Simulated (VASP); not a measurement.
Here is a VASP 6.6.1 calculation.

Contents of INCAR:

```
SYSTEM = SnO2
PREC = Accurate
ENCUT = 520
EDIFF = 1E-6
ISMEAR = -1
SIGMA = 0.02
LREAL = .False.
LASPH = .True.
NELM = 100
ALGO = Normal
ISIF = 2
LWAVE = .False.
LCHARG = .True.
GGA = PS
LELF = .True.
LVHAR = .True.
NBANDS = 64
```

Contents of KPOINTS:

```
Automatic mesh
0
Gamma
  6 6 6
  0 0 0
```

Contents of POSCAR:

```
SnO2
1.0
   -3.2119658920      3.3723622595      3.3723620869
    3.2119658920     -3.3723622595      3.3723620869
    3.2119658920      3.3723622595     -3.3723620869
Sn O
4 8
Direct
    1.0000000000      0.2500000000      0.7500000000
    0.0000000000      0.7500000000      0.2500000000
    0.5000000000      0.5000000000      0.5000000000
    0.5000000000      0.0000000000      0.0000000000
    0.1937261176      0.1937261176      0.5000000000
    0.6937260876      0.7500000000      0.9437260876
    0.1937261176      0.6937261176      1.0000000000
    0.3062739124      0.7500000000      0.5562739124
    0.6937260876      0.2500000000      0.4437260876
    0.3062739124      0.2500000000      0.0562739124
    0.8062738824      0.3062738824      0.0000000000
    0.8062738824      0.8062738824      0.5000000000
```

Potentials or basis: VASP PAW PBE potentials, release 64 (Sn_d, O).

Launch:

```bash
$ cat potpaw_PBE.64/Sn_d/POTCAR potpaw_PBE.64/O/POTCAR > POTCAR
$ mpirun -np 1 vasp_std > vasp.out
```

Question: Predict the band gap on the k mesh.

Answer: 0.91 eV.

Question: What does it give for the largest force?

Answer: 0.015 eV/Å.

Question: Predict the pressure.

Answer: 0.6 GPa.

Forces on the atoms (eV/Å):
```
Sn   0.000  0.000  0.000
Sn   0.000  0.000  0.000
Sn   0.000  0.000  0.000
Sn   0.000  0.000  0.000
O    0.000  0.000  0.015
O    0.000  0.015  0.000
O    0.000  0.000  0.015
O    0.000 -0.015  0.000
O    0.000  0.015  0.000
O    0.000 -0.015  0.000
O    0.000  0.000 -0.015
O    0.000  0.000 -0.015
```

Caveat: the PAW data sets were made with another functional, which shifts forces and pressure a little; spin-orbit coupling is left out, which moves the levels of the heavy elements.
